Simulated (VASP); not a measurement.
# ZrHCl4 (P4/mmm) in VASP: notebook, part 2 of 2

VASP 6.6.1. The steps go on from the part before.

## 3. Single point, PBE

This run uses another cell than the first one, of 36.88 Å³/atom.

INCAR reads:

```
ALGO     = Normal         # electronic algorithm
EDIFF    = 1E-7           # SCF threshold, eV
ENCUT    = 520            # plane-wave cutoff, eV
GGA      = PE             # functional
ISIF     = 2              # what is computed and relaxed
ISMEAR   = 0              # smearing method
LASPH    = T              # aspherical terms in the spheres
LCHARG   = T              # write CHGCAR
LELF     = T              # ELF
LREAL    = F              # projectors in reciprocal space
LVHAR    = T            
LWAVE    = F              # write WAVECAR
NBANDS   = 30             # bands
NELM     = 100            # most SCF steps
PREC     = Accurate       # precision mode
SIGMA    = 0.1            # smearing width, eV
```

KPOINTS reads:

```
k-points
0
Gamma
  4 4 4
```

POSCAR reads:

```
ZrHCl4
1.0
    5.0944054348      0.0000000000      0.0000000000
    0.0000000000      5.0944054348      0.0000000000
    0.0000000000      0.0000000000      8.5264791136
Zr H Cl
1 1 4
Direct
    0.0000000000      0.0000000000      0.0000000000
    0.5000000000      0.5000000000      0.5000000000
    0.5000000000      0.0000000000      0.0000000000
    0.0000000000      0.5000000000      0.0000000000
    0.0000000000      0.0000000000      0.2777823227
    0.0000000000      0.0000000000      0.7222176773
```

Potentials or basis: VASP PAW PBE potentials, release 64 (Zr_sv, H, Cl).

On the command line:

```console
> cat potpaw_PBE.64/Zr_sv/POTCAR potpaw_PBE.64/H/POTCAR potpaw_PBE.64/Cl/POTCAR > POTCAR
> mpirun -np 1 vasp_std > vasp.out
```

OUTCAR:

```text
EDIFF = 1E-7
   ENCUT = 520
   GGA = PE
   ISIF = 2
   ISMEAR = 0
   LASPH = T
   LREAL = F
   NELM = 100
   PREC = Accurate

 ion  position               nearest neighbor table
   1  0.000  0.000  0.000-   5 2.37   6 2.37   3 2.55   4 2.55   4 2.55   3 2.55
   2  0.500  0.500  0.500-
   3  0.500  0.000  0.000-   1 2.55   1 2.55
   4  0.000  0.500  0.000-   1 2.55   1 2.55
   5  0.000  0.000  0.278-   1 2.37
   6  0.000  0.000  0.722-   1 2.37

  LATTYP: Found a simple tetragonal cell.
 ALAT       =     5.0944054348
 C/A-ratio  =     1.6736946485

  Lattice vectors:

 A1 = (   5.0944054348,   0.0000000000,   0.0000000000)
 A2 = (   0.0000000000,   5.0944054348,   0.0000000000)
 A3 = (   0.0000000000,   0.0000000000,   8.5264791136)

Analysis of symmetry for initial positions (statically):
=====================================================================
 Subroutine PRICEL returns:
 Original cell was already a primitive cell.

 Routine SETGRP: Setting up the symmetry group for a
[... 170 lines left out ...]
 E-fermi :  -1.0928     XC(G=0):  -6.3120

 val. band max:       -1.0974134629   @ k =   0.2500   0.2500   0.2500
 cond. band min:      -1.0856069173   @ k =   0.2500   0.2500   0.0000
 fundamental gap:      0.0118065456
 Fermi energy:        -1.0928360173

 k-point     1 :       0.0000    0.0000    0.0000
  band No.  band energies     occupation
      1     -51.4165      2.00000
      2     -29.4964      2.00000
      3     -29.4964      2.00000
      4     -29.2731      2.00000
      5     -16.8569      2.00000
      6     -16.5245      2.00000
[... 583 lines left out ...]
     29       6.0499      0.00000
     30       6.3484      0.00000

------------------------ aborting loop because EDIFF is reached ----------------------------------------

  FORCE on cell =-STRESS in cart. coord.  units (eV):
  Direction    XX          YY          ZZ          XY          YZ          ZX
  --------------------------------------------------------------------------------------
  -------------------------------------------------------------------------------------
  Total       -0.0485019     -0.0485019      0.0375834      0.0000000     -0.0000000     -0.0000000
  in kB       -0.3511663     -0.3511663      0.2721131      0.0000000     -0.0000000     -0.0000000
  external PRESSURE =      -0.1434065 kB  Pullay stress =       0.0000000 kB

 VOLUME and BASIS-vectors are now :
 -----------------------------------------------------------------------------
  energy-cutoff  :      520.00
  volume of cell :      221.29
      direct lattice vectors                 reciprocal lattice vectors
     5.094405435  0.000000000  0.000000000     0.196293760  0.000000000  0.000000000
     0.000000000  5.094405435  0.000000000     0.000000000  0.196293760  0.000000000
     0.000000000  0.000000000  8.526479114     0.000000000  0.000000000  0.117281704

 POSITION                                       TOTAL-FORCE (eV/Angst)
 -----------------------------------------------------------------------------------
      0.00000      0.00000      0.00000         0.000000      0.000000      0.000000
      2.54720      2.54720      4.26324         0.000000      0.000000      0.000000
      2.54720      0.00000      0.00000         0.000000      0.000000      0.000000
      0.00000      2.54720      0.00000         0.000000      0.000000      0.000000
      0.00000      0.00000      2.36851        -0.000000     -0.000000      0.008508
      0.00000      0.00000      6.15797         0.000000      0.000000     -0.008508
 -----------------------------------------------------------------------------------
    total drift:                                0.000000      0.000000     -0.000000

  FREE ENERGIE OF THE ION-ELECTRON SYSTEM (eV)
  ---------------------------------------------------
  free  energy   TOTEN  =       -24.3690393316 eV

  energy  without entropy=      -24.3171276780  energy(sigma->0) =      -24.34308350
```

OSZICAR:

```text
N       E                     dE             d eps       ncg     rms          rms(c)
DAV:   1     0.360055152860E+03    0.36006E+03   -0.17041E+04  1080   0.113E+03
DAV:   2     0.890334331455E+01   -0.35115E+03   -0.34259E+03  1486   0.260E+02
DAV:   3    -0.257572373591E+02   -0.34661E+02   -0.34464E+02  1430   0.859E+01
DAV:   4    -0.273619787068E+02   -0.16047E+01   -0.16019E+01  1770   0.147E+01
DAV:   5    -0.273813185828E+02   -0.19340E-01   -0.19333E-01  1450   0.153E+00    0.158E+01
DAV:   6    -0.244813459837E+02    0.29000E+01   -0.48962E+00  1158   0.124E+01    0.732E+00
DAV:   7    -0.243830706106E+02    0.98275E-01   -0.85490E-01  1634   0.419E+00    0.308E+00
DAV:   8    -0.243823721010E+02    0.69851E-03   -0.21497E-01  1232   0.247E+00    0.960E-01
DAV:   9    -0.243696625755E+02    0.12710E-01   -0.62115E-02  1270   0.132E+00    0.639E-01
DAV:  10    -0.243691535178E+02    0.50906E-03   -0.39423E-03  1340   0.378E-01    0.394E-01
DAV:  11    -0.243690539534E+02    0.99564E-04   -0.18704E-03  1328   0.236E-01    0.115E-01
DAV:  12    -0.243690524609E+02    0.14925E-05   -0.16919E-04  1356   0.639E-02    0.447E-02
DAV:  13    -0.243690441401E+02    0.83208E-05   -0.81550E-05  1302   0.495E-02    0.189E-02
DAV:  14    -0.243690405571E+02    0.35830E-05   -0.34665E-05  1278   0.352E-02    0.994E-03
DAV:  15    -0.243690393924E+02    0.11647E-05   -0.70502E-06  1362   0.146E-02    0.667E-03
DAV:  16    -0.243690393316E+02    0.60788E-07   -0.72159E-07  1278   0.518E-03
   1 F= -.24369039E+02 E0= -.24343084E+02  d E =-.519117E-01
```

It took 59 s on 1 thread of Intel Xeon 6975P-C (Granite Rapids), shared host; peak memory 0.36 GiB.

Results:

```
Free energy            : -24.3690 eV
Pressure               : 0.0 GPa
Largest force          : 0.009 eV/Å
Band gap on the k mesh : zero (an odd number of electrons rules out a gap without spin polarisation)
```

Forces on the atoms (eV/Å):
```
Zr   0.000  0.000  0.000
H    0.000  0.000  0.000
Cl   0.000  0.000  0.000
Cl   0.000  0.000  0.000
Cl   0.000  0.000  0.009
Cl   0.000  0.000 -0.009
```

Caveat: an odd number of electrons without spin polarisation forces a metal; a magnetic or distorted state may lie lower.

## 4. Relaxation of cell and atoms, PBE

INCAR reads:

```
SYSTEM = ZrHCl4
PREC = Accurate ; ENCUT = 600
EDIFF = 1E-6 ; ISMEAR = 0
SIGMA = 0.1 ; LREAL = .False.
LASPH = .True. ; NELM = 80
ALGO = Normal ; ISIF = 3
LWAVE = .False. ; LCHARG = .False.
GGA = PE ; IBRION = 2
NSW = 90 ; EDIFFG = -0.04
```

KPOINTS reads:

```
Automatic mesh
0
Gamma
  4 4 4
  0 0 0
```

POSCAR reads:

```
ZrHCl4
1.0
    4.1597025000      0.0000000000      0.0000000000
    0.0000000000      4.1597025000      0.0000000000
    0.0000000000      0.0000000000      7.3109406500
Zr H Cl
1 1 4
Direct
    0.0000000000      0.0000000000      0.0000000000
    0.5000000000      0.5000000000      0.5000000000
    0.5000000000      0.0000000000      0.0000000000
    0.0000000000      0.5000000000      0.0000000000
    0.0000000000      0.0000000000      0.2737000000
    0.0000000000      0.0000000000      0.7263000000
```

On the command line:

```console
> cat potpaw_PBE.64/Zr_sv/POTCAR potpaw_PBE.64/H/POTCAR potpaw_PBE.64/Cl/POTCAR > POTCAR
> mpirun -np 1 vasp_std > vasp.out
```

Run time: 12 min. Hardware: 1 thread of Intel Xeon 6975P-C (Granite Rapids), shared host; peak memory 0.31 GiB.

It converged, with:

* Free energy: -24.3276 eV
* Relaxed volume: 36.18 Å³/atom
* Relaxed cell: a = 5.084 Å, b = 5.084 Å, c = 8.400 Å, α = 90.00°, β = 90.00°, γ = 90.00°
* Space group after relaxing (to 0.1 Å): P4/mmm (No. 123)
* Energy gained by relaxing: 1909.3 meV/atom
* Ionic steps: 21
* Pressure after relaxing: 0.1 GPa
* Largest force after relaxing: 0.011 eV/Å
* Band gap on the k mesh: zero (an odd number of electrons rules out a gap without spin polarisation)

Forces in eV/Å, atoms in the order of the input:
```
Zr   0.000  0.000  0.000
H    0.000  0.000  0.000
Cl   0.000  0.000  0.000
Cl   0.000  0.000  0.000
Cl   0.000  0.000 -0.011
Cl   0.000  0.000  0.011
```

The path:
| step | energy change (eV) | largest force (eV/Å) | pressure (GPa) | volume (Å³) |
| --- | --- | --- | --- | --- |
| 1 | 0.0000 | 13.4367 | 61.34 | 126.50 |
| 2 | -4.0847 | 0.8035 | -4.49 | 338.90 |
| 3 | -5.5023 | 1.6189 | -5.13 | 300.36 |
| 4 | -6.9297 | 2.2212 | -5.08 | 266.95 |
| 5 | -9.8135 | 2.4859 | 1.78 | 188.11 |
| 6 | -9.8191 | 2.1057 | 4.65 | 178.39 |
| 7 | -9.8380 | 2.3360 | 2.99 | 183.63 |
| 8 | -11.2322 | 1.5462 | -1.11 | 204.03 |
| 9 | -11.2844 | 0.8350 | -1.25 | 211.51 |
| 10 | -11.2947 | 1.1302 | -1.28 | 208.94 |
| 11 | -11.3490 | 0.2049 | 0.99 | 201.70 |
| 12 | -11.3595 | 0.2141 | 0.29 | 203.70 |
| 13 | -11.3928 | 0.2142 | 0.38 | 203.66 |
| 14 | -11.4124 | 0.2427 | 0.71 | 203.44 |
| 15 | -11.4386 | 0.1788 | 0.33 | 208.68 |
| 16 | -11.4535 | 0.0598 | -0.28 | 219.85 |
| 17 | -11.4542 | 0.0757 | -0.19 | 217.95 |
| 18 | -11.4542 | 0.0787 | -0.17 | 217.64 |
| 19 | -11.4545 | 0.1139 | 0.17 | 216.99 |
| 20 | -11.4550 | 0.0276 | 0.01 | 217.28 |
| 21 | -11.4557 | 0.0108 | 0.07 | 217.07 |

Final structure:
```
Zr H Cl
1.0
     5.08352    0.00000    0.00000
     0.00000    5.08352    0.00000
     0.00000    0.00000    8.39988
Zr H Cl
1 1 4
Cartesian
  0.0000 5.0835 0.0000
  2.5418 2.5418 4.1999
  2.5418 5.0835 0.0000
  0.0000 2.5418 0.0000
  0.0000 0.0000 2.3695
  0.0000 0.0000 6.0303
```

Levels at points of the mesh, in eV from the Fermi level:
```tsv
k point	band 18	band 19	band 20	band 21	band 22	band 23
(0.00, 0.00, 0.00)	-1.95	-1.95	-1.79	-0.10	0.20	1.70
(0.50, 0.00, 0.00)	-1.94	-1.89	-1.65	0.05	1.58	1.72
(0.50, 0.50, 0.00)	-2.06	-1.64	-1.64	0.02	2.37	2.44
(0.00, 0.00, 0.50)	-2.33	-1.86	-1.86	-0.05	0.20	1.63
(0.50, 0.00, 0.50)	-2.10	-1.85	-1.75	0.02	1.58	1.65
(0.50, 0.50, 0.50)	-2.13	-1.71	-1.71	0.02	2.37	2.37
```

Caveat: the k points lie up to 0.31 Å⁻¹ apart in the final cell, too coarse for converged energies and pressures of a metal; the volume moved by over 15 % at a fixed basis, so the end points are rough; an odd number of electrons without spin polarisation forces a metal; a magnetic or distorted state may lie lower.

## 5. Single point, PBE, collinear spin

This run uses another cell than the first one, of 36.88 Å³/atom.

INCAR reads:

```
SYSTEM = ZrHCl4
PREC = Accurate ; ENCUT = 520
EDIFF = 1E-7 ; ISMEAR = 0
SIGMA = 0.1 ; LREAL = .FALSE.
LASPH = .TRUE. ; NELM = 150
ALGO = Normal ; ISIF = 2
LWAVE = .FALSE. ; LCHARG = .FALSE.
ISPIN = 2 ; MAGMOM = 1 0 0 0 0 0
LORBIT = 11 ; LMAXMIX = 4
GGA = PE ; NBANDS = 34
```

KPOINTS reads:

```
Automatic mesh
0
G
  4 4 2
  0 0 0
```

POSCAR reads:

```
ZrHCl4
1.0
    5.0944054348      0.0000000000      0.0000000000
    0.0000000000      5.0944054348      0.0000000000
    0.0000000000      0.0000000000      8.5264791136
Zr H Cl
1 1 4
Direct
    0.0000000000      0.0000000000      0.0000000000
    0.5000000000      0.5000000000      0.5000000000
    0.5000000000      0.0000000000      0.0000000000
    0.0000000000      0.5000000000      0.0000000000
    0.0000000000      0.0000000000      0.2777823227
    0.0000000000      0.0000000000      0.7222176773
```

On the command line:

```console
> cat potpaw_PBE.64/Zr_sv/POTCAR potpaw_PBE.64/H/POTCAR potpaw_PBE.64/Cl/POTCAR > POTCAR
> mpirun -np 1 vasp_std > vasp.out
```

Run time: 2.6 min. Hardware: 1 thread of Intel Xeon 6975P-C (Granite Rapids), shared host; peak memory 0.44 GiB.

The run converged. Its results:

```
Free energy                                           : -25.3884 eV
Pressure                                              : 0.1 GPa
Largest force                                         : 0.023 eV/Å
Band gap on the k mesh                                : 1.26 eV (least direct gap 1.34 eV)
Net moment                                            : -1.00 μB per cell
Site moments                                          : Zr -0.00; H -0.38; Cl -0.00 μB
Valence electrons inside the program's atomic spheres : Zr 9.52; H 0.38; Cl 5.16, 5.12 (each value once)
```

Forces in eV/Å, atoms in the order of the input:
```
Zr   0.000  0.000  0.000
H    0.000  0.000  0.000
Cl   0.000  0.000  0.000
Cl   0.000  0.000  0.000
Cl   0.000  0.000 -0.023
Cl   0.000  0.000  0.023
```

Levels at points of the mesh, in eV from the valence-band top:
Spin up:
| k point | band 18 | band 19 | band 20 | band 21 | band 22 | band 23 |
| --- | --- | --- | --- | --- | --- | --- |
| (0.00, 0.00, 0.00) | -0.88 | -0.88 | -0.78 | 1.26 | 2.55 | 2.75 |
| (0.50, 0.00, 0.00) | -0.88 | -0.87 | -0.60 | 2.62 | 2.77 | 3.13 |
| (0.50, 0.50, 0.00) | -1.06 | -0.59 | -0.59 | 3.40 | 3.48 | 3.48 |
| (0.00, 0.00, 0.50) | -1.21 | -0.81 | -0.81 | 1.26 | 2.55 | 2.69 |
| (0.50, 0.00, 0.50) | -1.05 | -0.81 | -0.66 | 2.62 | 2.71 | 3.15 |
| (0.50, 0.50, 0.50) | -1.09 | -0.65 | -0.65 | 3.40 | 3.41 | 3.41 |
Spin down:
```tsv
k point	band 17	band 18	band 19	band 20	band 21	band 22	band 23	band 24	band 25	band 26
(0.00, 0.00, 0.00)	-1.62	-0.88	-0.88	-0.78	-0.14	1.26	2.55	2.75	2.75	3.91
(0.50, 0.00, 0.00)	-1.20	-0.88	-0.87	-0.60	0.00	2.62	2.77	3.13	3.46	6.33
(0.50, 0.50, 0.00)	-1.17	-1.06	-0.59	-0.59	-0.06	3.40	3.48	3.48	6.34	6.80
(0.00, 0.00, 0.50)	-1.66	-1.26	-0.82	-0.82	-0.08	1.26	2.55	2.69	2.69	3.99
(0.50, 0.00, 0.50)	-1.29	-1.05	-0.81	-0.73	0.00	2.62	2.71	3.15	3.43	6.87
(0.50, 0.50, 0.50)	-1.09	-1.09	-0.65	-0.65	-0.06	3.40	3.41	3.41	6.80	6.89
```

A k mesh can miss the band edges.

## 6. Summary

```tsv
task	spin	cell	k mesh	cutoff (eV)	gap on the mesh (eV)	pressure (GPa)	largest force (eV/Å)
single point	off	a = 4.160, b = 4.160, c = 7.311 Å, 6 atoms, atomic positions A	4 × 4 × 4	520	none	61.3	13.44
single point	off	a = 5.094, b = 5.094, c = 8.526 Å, 6 atoms, atomic positions B	4 × 4 × 4	520	none	0.0	0.01
relaxation of cell and atoms	off	relaxed from a = 4.160, b = 4.160, c = 7.311 Å, 6 atoms, atomic positions A	4 × 4 × 4	600	none	0.1	0.01
single point	collinear	a = 5.094, b = 5.094, c = 8.526 Å, 6 atoms, atomic positions B	4 × 4 × 2	520	1.26	0.1	0.02
```

Alike in all rows: level PBE; potentials or basis VASP PAW PBE potentials, release 64 (Zr_sv, H, Cl); smearing gaussian 0.1 eV.

Caveats: some runs use coarse meshes; an odd number of electrons without spin polarisation forces a metal (at least some runs); a magnetic or distorted state may lie lower (at least some runs); the volume moved by over 15 % at a fixed basis, so the end points are rough (at least some runs).

Total energies depend on the potentials used, so only differences within one code and one set of settings carry meaning.
